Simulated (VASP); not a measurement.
# Ge3BSb3 (Pm) in VASP: single point with r2SCAN+rVV10

Aim: the single point of Ge3BSb3 with r2SCAN+rVV10.

Program: VASP 6.6.1. These are calculated values, not measurements. Logs are shortened: lines on timing, memory, paths and dates and some standing lists are left out, and cuts for length are marked.

## 1. The cell of the first run

Symmetry: Pm, No. 6, monoclinic system. The conventional cell has a = 6.456 Å, b = 3.827 Å, c = 6.645 Å, α = 90.00°, β = 94.79°, γ = 90.00°. Within 2.9 Å of Ge (site symmetry m) lie 2 B at 2.15 Å and 2 Sb at 2.68 to 2.69 Å. Ge (site symmetry m) has 1 B at 2.09 Å and 3 Sb at 2.64 to 2.70 Å within 2.8 Å. Ge (site symmetry m) has 1 B at 2.12 Å and 3 Sb at 2.63 to 2.71 Å within 2.8 Å. Within 2.8 Å of B (site symmetry m) lie 4 Ge at 2.09 to 2.15 Å. Within 3.5 Å of Sb (site symmetry m) lie 3 Ge at 2.63 to 2.68 Å and 2 Sb at 3.36 Å. Sb (site symmetry m) has 2 Ge at 2.70 to 2.71 Å and 4 Sb at 3.22 to 3.36 Å within 3.6 Å. Within 3.5 Å of Sb (site symmetry m) lie 3 Ge at 2.64 to 2.69 Å and 2 Sb at 3.22 Å.

## 2. Single point, r2SCAN+rVV10

POSCAR

```
Ge3BSb3
1.0
    6.4490806843      0.0000000000      0.3033884482
    0.0000000000      3.8266764347      0.0000000000
    0.2430149786      0.0000000000      6.6406514368
Ge B Sb
3 1 3
Direct
    0.4564046760      0.0000000000      0.2949325616
    0.5099137980      0.5000000000      0.8781419250
    0.0496720327      0.5000000000      0.1528830948
    0.3752261601      0.5000000000      0.1751004857
    0.8586603695      0.0000000000      0.3684357728
    0.9238217741      0.5000000000      0.7741461009
    0.3223001897      0.0000000000      0.6897080492
```

INCAR.step1

```
PREC = Accurate ; ENCUT = 520
ISMEAR = -1 ; SIGMA = 0.03
LREAL = F ; LASPH = T
NELM = 100 ; NBANDS = 39
GGA = PE ; ALGO = Normal
EDIFF = 1E-4 ; LWAVE = T
LCHARG = F
```

INCAR.step2

```
PREC = Accurate ; ENCUT = 520
EDIFF = 1E-6 ; ISMEAR = -1
SIGMA = 0.03 ; LREAL = F
LASPH = T ; NELM = 100
ALGO = Normal ; ISIF = 2
LWAVE = F ; LCHARG = F
METAGGA = R2SCAN ; LMIXTAU = T
LUSE_VDW = T ; IVDW_NL = 2
BPARAM = 11.95 ; CPARAM = 0.0093
NBANDS = 39 ; ISTART = 1
```

KPOINTS

```
Automatic mesh
0
Gamma
  4 8 4
```

Potentials or basis: VASP PAW PBE potentials, release 64 (Ge_d, B, Sb).

Command:

```sh
$ cat potpaw_PBE.64/Ge_d/POTCAR potpaw_PBE.64/B/POTCAR potpaw_PBE.64/Sb/POTCAR > POTCAR
$ cp INCAR.step1 INCAR
$ mpirun -np 1 vasp_std > vasp.out
$ cp INCAR.step2 INCAR
$ mpirun -np 1 vasp_std > vasp.out
```

OUTCAR:

```text
PREC = Accurate
   ENCUT = 520
   EDIFF = 1E-6
   ISMEAR = -1
   LREAL = F
   LASPH = T
   NELM = 100
   ISIF = 2
   METAGGA = R2SCAN
   IVDW_NL = 2
   BPARAM = 11.95
   ISTART = 1

 ion  position               nearest neighbor table
   1  0.456  0.000  0.295-   4 2.15   4 2.15   5 2.68   7 2.69
   2  0.510  0.500  0.878-   4 2.09   7 2.64   7 2.64   6 2.70
   3  0.050  0.500  0.153-   4 2.12   5 2.63   5 2.63   6 2.71
   4  0.375  0.500  0.175-   2 2.09   3 2.12   1 2.15   1 2.15
   5  0.859  0.000  0.368-   3 2.63   3 2.63   1 2.68   6 3.36   6 3.36
   6  0.924  0.500  0.774-   2 2.70   3 2.71   7 3.22   7 3.22   5 3.36   5 3.36
   7  0.322  0.000  0.690-   2 2.64   2 2.64   1 2.69   6 3.22   6 3.22

  LATTYP: Found a simple monoclinic cell.
 ALAT       =     6.4562129939
 B/A-ratio  =     0.5927122352
 C/A-ratio  =     1.0292560868
 COS(beta)  =    -0.0834904411

  Lattice vectors:

 A1 = (   6.4490806843,   0.0000000000,   0.3033884482)
 A2 = (   0.0000000000,  -3.8266764347,   0.0000000000)
 A3 = (  -0.2430149786,   0.0000000000,  -6.6406514368)

Analysis of symmetry for initial positions (statically):
=====================================================================
 Subroutine PRICEL returns:
 Original cell was already a primitive cell.

 Routine SETGRP: Setting up the symmetry group for a
 simple monoclinic supercell.

 Subroutine GETGRP returns: Found  2 space group operations
 (whereof  2 operations were pure point group operations)
 out of a pool of  4 trial point group operations.

The static configuration has the point symmetry C_1h.

Analysis of symmetry for dynamics (positions and initial velocities):
=====================================================================
 Subroutine PRICEL returns:
 Original cell was already a primitive cell.

 Routine SETGRP: Setting up the symmetry group for a
 simple monoclinic supercell.

 Subroutine GETGRP returns: Found  2 space group operations
 (whereof  2 operations were pure point group operations)
 out of a pool of  4 trial point group operations.

The dynamic configuration has the point symmetry C_1h.

 Subroutine INISYM returns: Found  2 space group operations
 (whereof  2 operations are pure point group operations),
 and found     1 'primitive' translations

----------------------------------------------------------------------------------------

                                     Primitive cell

  volume of cell :     163.5995

  direct lattice vectors                    reciprocal lattice vectors
     6.449080684  0.000000000  0.303388448     0.155328268  0.000000000 -0.005684246
     0.000000000  3.826676435  0.000000000     0.000000000  0.261323375  0.000000000
     0.243014979  0.000000000  6.640651437    -0.007096413  0.000000000  0.150847329

  length of vectors
     6.456212994  3.826676435  6.645096522     0.155432241  0.261323375  0.151014158

  position of ions in fractional coordinates (direct lattice)
     0.456404676  0.000000000  0.294932562
     0.509913798  0.500000000  0.878141925
     0.049672033  0.500000000  0.152883095
     0.375226160  0.500000000  0.175100486
     0.858660370  0.000000000  0.368435773
     0.923821774  0.500000000  0.774146101
     0.322300190  0.000000000  0.689708049

  ion indices of the primitive-cell ions
   primitive index   ion index
                 1           1
                 2           2
                 3           3
                 4           4
                 5           5
                 6           6
                 7           7

----------------------------------------------------------------------------------------

 KPOINTS: Automatic mesh

Automatic generation of k-mesh.
 Grid dimensions read from file:
 generate k-points for:    4    8    4

 Generating k-lattice:

  Cartesian coordinates                     Fractional coordinates (reciprocal lattice)
     0.038832067  0.000000000 -0.001421061     0.250000000  0.000000000  0.000000000
     0.000000000  0.032665422  0.000000000     0.000000000  0.125000000  0.000000000
    -0.001774103  0.000000000  0.037711832     0.000000000  0.000000000  0.250000000

  Length of vectors
     0.038858060  0.032665422  0.037753539

  Shift w.r.t. Gamma in fractional coordinates (k-lattice)
     0.000000000  0.000000000  0.000000000

 Subroutine IBZKPT returns following result:
 ===========================================

 Found     50 irreducible k-points:

 Following reciprocal coordinates:
            Coordinates               Weight
  0.000000  0.000000  0.000000      1.000000
  0.250000  0.000000  0.000000      2.000000
  0.500000  0.000000  0.000000      1.000000
  0.000000  0.125000  0.000000      2.000000
  0.250000  0.125000  0.000000      4.000000
  0.500000  0.125000  0.000000      2.000000
[... 16 lines left out ...]
 -0.250000  0.125000  0.250000      4.000000
  0.000000  0.250000  0.250000      4.000000
 [... further k-points ...]
   k-points           NKPTS =     50   k-points in BZ     NKDIM =     50   number of bands    NBANDS=     39
   number of dos      NEDOS =    301   number of ions     NIONS =      7
   total plane-waves  NPLWV =  67200
   dimension x,y,z NGX =    48 NGY =   28 NGZ =   50
   dimension x,y,z NGXF=    96 NGYF=   56 NGZF=  100
   ions per type =               3   1   3
   NGX,Y,Z   is equivalent  to a cutoff of  12.36, 12.16, 12.51 a.u.
   NGXF,Y,Z  is equivalent  to a cutoff of  24.72, 24.33, 25.02 a.u.
 SYSTEM =  unknown system
   PREC   = accura    normal or accurate (medium, high low for compatibility)
   ISTART =      1    job   : 0-new  1-cont  2-samecut
   ICHARG =      0    charge: 1-file 2-atom 10-const
   ISPIN  =      1    spin polarized calculation?
   LNONCOLLINEAR =      F non collinear calculations
   LSORBIT =      F    spin-orbit coupling
   LASPH  =      T    aspherical Exc in radial PAW
   ENCUT  =  520.0 eV  38.22 Ry    6.18 a.u.  12.00  7.12 12.36*2*pi/ulx,y,z
   NELM   =    100;   NELMIN=  2; NELMDL=  0     # of ELM steps
   EDIFF  = 0.1E-05   stopping-criterion for ELM
   LREAL  =      F    real-space projection
   EDIFFG = 0.1E-04   stopping-criterion for IOM
   NSW    =      0    number of steps for IOM
   IBRION =     -1    ionic relax: 0-MD 1-quasi-New 2-CG
   NFREE  =      0    steps in history (QN), initial steepest desc. (CG)
   ISIF   =      2    stress and relaxation
   ISYM   =      2    0-nonsym 1-usesym 2-fastsym
   POTIM  = 0.5000    time-step for ionic-motion
   TEBEG  =    0.0;   TEEND  =   0.0 temperature during run
   PSTRESS=    0.0 pullay stress
   NELECT =      60.0000    total number of electrons
   NUPDOWN=      -1.0000    fix difference up-down
   EMIN   =  10.00;   EMAX   =-10.00  energy-range for DOS
   EFERMI =   0.00;   METHOD = LEGACY
   ISMEAR =    -1;   SIGMA  =   0.03  broadening in eV -4-tet -1-fermi 0-gaus
   EFERMI_NEDOS =   21; number of points for ismear=-14 and -15
   IALGO  =     38    algorithm
   IMIX   =      4    mixing-type and parameters
     AMIX     =   0.40;   BMIX     =  1.00
     AMIX_MAG =   1.60;   BMIX_MAG =  1.00
  volume/ion in A,a.u.               =      23.37       157.72
  Fermi-wavevector in a.u.,A,eV,Ry     =   1.171830  2.214438 18.683323  1.373186
  Thomas-Fermi vector in A             =   2.308268
   LORBIT       =      0    0 simple, 1 ext, 2 COOP (PROOUT), +10 PAW based schemes
   METAGGA = R2SCAN    functional components
   LHFCALC =     F    Hartree Fock is set to
   AEXX    =    0.0000 exact exchange contribution
   IVDW_NL    =     2    kernel type
   BPARAM     =11.9500
   IVDW    =     0    specifies the selected vdW correction
   LEPSILON=     F    determine dielectric tensor
   LRPA    =     F    only Hartree local field effects (RPA)
 non-spin polarized calculation
  energy-cutoff  :      520.00
  volume of cell :      163.60
 maximum number of plane-waves:      4427
   NGX = 25   NGY = 15   NGZ = 25

 number of electron      59.9999986 magnetization

 Free energy of the ion-electron system (eV)
  ---------------------------------------------------
  ext. energy  EPLUGINS =         0.00000000
  ---------------------------------------------------
  free energy    TOTEN  =      -122.55867640 eV

  energy without entropy =     -122.55239667  energy(sigma->0) =     -122.55553654

 E-fermi :   6.1071     XC(G=0): -10.5891

 val. band max:        6.0868889777   @ k =   0.2500   0.3750   0.5000
 cond. band min:       6.1252497497   @ k =   0.5000   0.3750   0.2500
 fundamental gap:      0.0383607720
 Fermi energy:         6.1071166534

 k-point     1 :       0.0000    0.0000    0.0000
  band No.  band energies     occupation
      1     -19.2602      2.00000
      2     -19.2434      2.00000
      3     -19.1855      2.00000
      4     -19.1793      2.00000
      5     -19.1691      2.00000
      6     -19.1646      2.00000
[... 31 lines left out ...]
     38       9.8072      0.00000
     39      10.3340      0.00000

 k-point     2 :       0.2500    0.0000    0.0000
  band No.  band energies     occupation
      1     -19.2602      2.00000
      2     -19.2434      2.00000
      3     -19.1856      2.00000
      4     -19.1792      2.00000
      5     -19.1691      2.00000
      6     -19.1648      2.00000
[... 31 lines left out ...]
     38      10.3367      0.00000
     39      10.3432      0.00000

 k-point     3 :       0.5000    0.0000    0.0000
  band No.  band energies     occupation
      1     -19.2602      2.00000
      2     -19.2434      2.00000
      3     -19.1856      2.00000
      4     -19.1790      2.00000
      5     -19.1691      2.00000
      6     -19.1650      2.00000
[... 832 lines left out ...]
 k-point    23 :      -0.2500    0.1250    0.2500
  band No.  band energies     occupation
      1     -19.2601      2.00000
      2     -19.2433      2.00000
      3     -19.1865      2.00000
      4     -19.1780      2.00000
      5     -19.1702      2.00000
      6     -19.1636      2.00000
[... 31 lines left out ...]
     38      10.6028      0.00000
     39      10.9266      0.00000

 k-point    24 :       0.0000    0.2500    0.2500
  band No.  band energies     occupation
      1     -19.2600      2.00000
      2     -19.2431      2.00000
      3     -19.1887      2.00000
      4     -19.1756      2.00000
      5     -19.1724      2.00000
      6     -19.1609      2.00000
[... 31 lines left out ...]
     38      10.7288      0.00000
     39      11.5510      0.00000

 [... further k-points ...]

------------------------ aborting loop because EDIFF is reached ----------------------------------------

  FORCE on cell =-STRESS in cart. coord.  units (eV):
  Direction    XX          YY          ZZ          XY          YZ          ZX
  --------------------------------------------------------------------------------------
  -------------------------------------------------------------------------------------
  Total        0.2392439      0.1665209      0.2585578      0.0000000      0.0000000      0.0629431
  in kB        2.3429852      1.6307875      2.5321318      0.0000000      0.0000000      0.6164202
  external PRESSURE =       2.1686348 kB  Pullay stress =       0.0000000 kB

 VOLUME and BASIS-vectors are now :
 -----------------------------------------------------------------------------
  energy-cutoff  :      520.00
  volume of cell :      163.60
      direct lattice vectors                 reciprocal lattice vectors
     6.449080684  0.000000000  0.303388448     0.155328268  0.000000000 -0.005684246
     0.000000000  3.826676435  0.000000000     0.000000000  0.261323375  0.000000000
     0.243014979  0.000000000  6.640651437    -0.007096413  0.000000000  0.150847329

 POSITION                                       TOTAL-FORCE (eV/Angst)
 -----------------------------------------------------------------------------------
      3.01506      0.00000      2.09701        -0.010266      0.000000     -0.013674
      3.50188      1.91334      5.98614         0.040791      0.000000      0.033649
      0.35749      1.91334      1.03031         0.009231      0.000000     -0.024751
      2.46242      1.91334      1.27662        -0.009561      0.000000      0.014597
      5.62711      0.00000      2.70716        -0.026754      0.000000      0.041866
      6.14593      1.91334      5.42111        -0.002506      0.000000     -0.018760
      2.24615      0.00000      4.67789        -0.000935      0.000000     -0.032927
 -----------------------------------------------------------------------------------
    total drift:                                0.003068     -0.000000      0.003033

  FREE ENERGIE OF THE ION-ELECTRON SYSTEM (eV)
  ---------------------------------------------------
  free  energy   TOTEN  =      -122.5586764017 eV

  energy  without entropy=     -122.5523966725  energy(sigma->0) =     -122.55553654
```

Run time: 22 min. Hardware: 1 thread of Intel Xeon 8259CL, shared host; peak memory 0.71 GiB.

Results:

```
Free energy            : -122.5587 eV
Pressure               : 0.2 GPa
Largest force          : 0.053 eV/Å
Band gap on the k mesh : zero (bands 30 and 31 overlap by 1.47 eV)
```

Forces on the atoms (eV/Å):
```
Ge  -0.010  0.000 -0.014
Ge   0.041  0.000  0.034
Ge   0.009  0.000 -0.025
B   -0.010  0.000  0.015
Sb  -0.027  0.000  0.042
Sb  -0.003  0.000 -0.019
Sb  -0.001  0.000 -0.033
```

Stress tensor (GPa, compression positive):
```
0.23 0.00 0.06
0.00 0.16 0.00
0.06 0.00 0.25
```

Levels at points of the mesh, in eV from the Fermi level:
```csv
k point,band 27,band 28,band 29,band 30,band 31,band 32,band 33,band 34
"(0.00, 0.00, 0.00)",-0.77,-0.56,0.71,0.84,1.39,1.81,2.20,2.53
"(0.50, 0.00, 0.00)",-1.28,-0.74,-0.41,0.29,1.14,1.39,1.90,2.40
"(0.00, 0.50, 0.00)",-3.15,-2.67,-2.26,-1.78,-0.60,1.73,1.97,4.12
"(0.50, 0.50, 0.00)",-2.76,-2.36,-1.73,-1.63,0.23,1.02,2.09,2.47
"(0.00, 0.00, 0.50)",-1.50,-1.15,-0.31,0.41,1.41,1.55,2.16,3.24
"(0.50, 0.00, 0.50)",-2.12,-1.40,-1.08,-0.89,0.33,1.67,1.95,2.77
"(0.00, 0.50, 0.50)",-2.80,-2.44,-2.11,-0.78,0.47,0.73,1.11,2.48
"(0.50, 0.50, 0.50)",-2.11,-2.02,-1.50,-1.47,0.09,0.80,0.84,1.24
```

Caveat: the PAW data sets were made with another functional, which shifts forces and pressure a little; spin-orbit coupling is left out, which moves the levels of the heavy elements.
